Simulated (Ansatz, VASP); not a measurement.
# One calculation of Cd, two programs

The input INCAR:

```
PREC = Accurate
ENCUT = 520
EDIFF = 1E-7
ISMEAR = -1
SIGMA = 0.1
LREAL = False
LASPH = True
NELM = 80
ALGO = Normal
ISIF = 2
LWAVE = False
LCHARG = True
GGA = PS
LELF = True
LVHAR = True
NBANDS = 19
```

Contents of KPOINTS:

```
Automatic mesh
0
Gamma
  10 10 10
```

File POSCAR:

```
Cd
1.0
    0.0000000000      3.2632321235      3.2632321235
    3.2632321235      0.0000000000      3.2632321235
    3.2632321235      3.2632321235      0.0000000000
Cd
2
Direct
    0.1250000000      0.1250000000      0.1250000000
    0.8750000000      0.8750000000      0.8750000000
```

Input for Ansatz:

```yaml
crystal:
  lattice:
    - [0.0, 3.2632321235, 3.2632321235]
    - [3.2632321235, 0.0, 3.2632321235]
    - [3.2632321235, 3.2632321235, 0.0]
  atoms:
    - { symbol: Cd, position: [0.125, 0.125, 0.125] }
    - { symbol: Cd, position: [0.875, 0.875, 0.875] }
hamiltonian:
  xc: pbesol
  pseudopotentials:
    kind: paw
    azcp:
      Cd: "pseudopotentials/Cd.paw.azcp"
basis:
  ecutwfc: 420
  fft_grid_basis: typed
kpoints:
  mp_grid: { grid: [10, 10, 10], shift: [0, 0, 0] }
magnetization:
  spin_polarized: false
scf:
  occupations: { method: fermi_dirac, width: 0.1 }
  lower_state_search: "off"
output:
  stress: true
```

Alike in both runs: task single point; functional PBEsol; k mesh 10 × 10 × 10; occupations fermi-dirac, width 0.1 eV; no spin polarisation.

|  | VASP | Ansatz |
| --- | --- | --- |
| version | VASP 6.6.1 | Ansatz 0.2.0 |
| potentials or method | VASP PAW PBE potentials, release 64 (Cd), cutoff 520 eV | plane waves (420 eV) with PAW, scalar-relativistic |
| valence electrons in the cell | 24 | 40 |

|  | VASP | Ansatz | Ansatz less VASP |
| --- | --- | --- | --- |
| pressure (GPa) | -0.5 | -0.7 | -0.20 |

VASP's potentials were made for PBE, not for PBEsol, and Ansatz warns of the same on its side. VASP's potentials hold 24 valence electrons a cell and Ansatz's 40, so a difference there can come from the potentials and not from the codes.
